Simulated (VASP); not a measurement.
Input of a VASP 6.6.1 run:

POSCAR

```
Ti
1.0
    0.0000000000      2.0300000000      2.0300000000
    2.0300000000      0.0000000000      2.0300000000
    2.0300000000      2.0300000000      0.0000000000
Ti
1
Direct
    0.0000000000      0.0000000000      0.0000000000
```

The input INCAR.step1:

```
PREC = Accurate
ENCUT = 400
EDIFF = 1E-5
ISMEAR = -1
SIGMA = 0.1
LREAL = False
LASPH = True
NELM = 120
ALGO = Normal
ISIF = 2
LWAVE = True
NBANDS = 12
GGA = PE
GGA_COMPAT = False
```

File INCAR.step2:

```
PREC = Accurate
ENCUT = 400
EDIFF = 1E-6
ISMEAR = -1
SIGMA = 0.1
LREAL = False
LASPH = True
NELM = 120
ALGO = Normal
ISIF = 2
LWAVE = False
LCHARG = True
GGA = B3
LHFCALC = True
AEXX = 0.2
AGGAX = 0.72
AGGAC = 0.81
ALDAC = 0.19
PRECFOCK = Normal
IVDW = 13
LELF = True
LVHAR = True
NBANDS = 12
ISTART = 1
GGA_COMPAT = False
```

Contents of KPOINTS:

```
regular mesh
0
Gamma
  7 7 7
```

Potentials or basis: VASP PAW PBE potentials, release 64 (Ti_sv).

Run with:

```bash
$ cat potpaw_PBE.64/Ti_sv/POTCAR > POTCAR
$ cp INCAR.step1 INCAR
$ mpirun -np 1 vasp_std > vasp.out
$ cp INCAR.step2 INCAR
$ mpirun -np 1 vasp_std > vasp.out
```

Question: Predict the band gap on the k mesh.

Answer: Zero (bands 6 and 7 overlap by 2.12 eV).

Question: Estimate the dispersion energy per atom.

Answer: -0.343 eV.

Question: Estimate the pressure.

Answer: 1.6 GPa.

Caveat: the k points lie up to 0.38 Å⁻¹ apart, too coarse for converged energies and pressures of a metal; the PAW data sets were made with another functional, which shifts forces and pressure a little.
